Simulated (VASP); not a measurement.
A run of VASP 6.6.1:

INCAR

```
ALGO = Normal
EDIFF = 1E-6
ENCUT = 520
GGA = PE
ISIF = 2
ISMEAR = 0
LASPH = True
LCHARG = False
LREAL = False
LWAVE = False
NBANDS = 29
NELM = 80
PREC = Accurate
SIGMA = 0.1
```

File KPOINTS:

```
k-points
0
Gamma
  6 6 6
```

The input POSCAR:

```
Y2AlN3
1.0
    2.3337147800      1.3473708600      5.2800127000
   -2.3337147800      1.3473708600      5.2800127000
    0.0000000000     -2.6947417100      5.2800127000
Y Al N
2 1 3
Direct
    0.2491891100      0.2491891100      0.2491891100
    0.7508108900      0.7508108900      0.7508108900
    0.0000000000      0.0000000000      0.0000000000
    0.5000000000      0.5000000000      0.0000000000
    0.0000000000      0.5000000000      0.5000000000
    0.5000000000      0.0000000000      0.5000000000
```

Potentials or basis: VASP PAW PBE potentials, release 64 (Y_sv, Al, N).

The run is started by

```bash
$ cat potpaw_PBE.64/Y_sv/POTCAR potpaw_PBE.64/Al/POTCAR potpaw_PBE.64/N/POTCAR > POTCAR
$ mpirun -np 1 vasp_std > vasp.out
```

Hardware: 1 thread of Intel(R) Xeon(R) 6975P-C (Granite Rapids), on a shared host.

Q: How long does it take, and how much memory?

A: It took 77 s on 1 thread of Intel(R) Xeon(R) 6975P-C (Granite Rapids) (shared host), peak memory 0.39 GiB. Counts: scf iterations 18, k points 32.
